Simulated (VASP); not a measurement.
**ZnS: elastic constants with PBEsol**

ZnS:

```xyz
2
Lattice="0.0000 2.5285 2.5285 2.5285 0.0000 2.5285 2.5285 2.5285 0.0000" Properties=species:S:1:pos:R:3 pbc="T T T"
Zn    3.7927    3.7927    3.7927
S     0.0000    0.0000    0.0000
```

```
Program                   : VASP 6.6.1
Task                      : elastic constants
Functional                : PBEsol
Potentials or basis       : VASP PAW PBE potentials, release 64 (Zn, S)
Cutoff                    : 600 eV
k mesh                    : 8 × 8 × 8
Occupations               : gaussian, width 0.01 eV
Spin                      : no spin polarisation
Dipole correction         : no
Ions in elastic constants : relaxed
Further INCAR settings    : ALGO = Normal; EDIFF = 1e-08; IBRION = 6; POTIM = 0.015; NSW = 1; ISIF = 3
```

```yaml
Elastic_constants_C11_C12_C44: 160, 132, 41 GPa
Voigt_bulk_modulus: 141 GPa
Highest_phonon_frequency_at_Γ_LO-TO_splitting_left_out: 371 cm⁻¹
```

Phonon frequencies in cm⁻¹ (negative: imaginary):
| q point | frequencies |
| --- | --- |
| (0.000, 0.000, 0.000) | 0 0 0 371 371 371 |

Elastic tensor in Voigt notation (GPa, in the Cartesian axes of the cell as first typed):
```
160 132 132   0   0   0
132 160 132   0   0   0
132 132 160   0   0   0
  0   0   0  41   0   0
  0   0   0   0  41   0
  0   0   0   0   0  41
```

Clamped-ion elastic tensor (GPa):
```
160 132 132   0   0   0
132 160 132   0   0   0
132 132 160   0   0   0
  0   0   0 134   0   0
  0   0   0   0 134   0
  0   0   0   0   0 134
```

It took 7.1 min on 1 thread of Intel(R) Xeon(R) 6975P-C (Granite Rapids) (shared host), peak memory 0.29 GiB.

Caveat: the cell is under stress, which shifts elastic constants; the PAW data sets were made with another functional, which shifts forces and pressure a little.
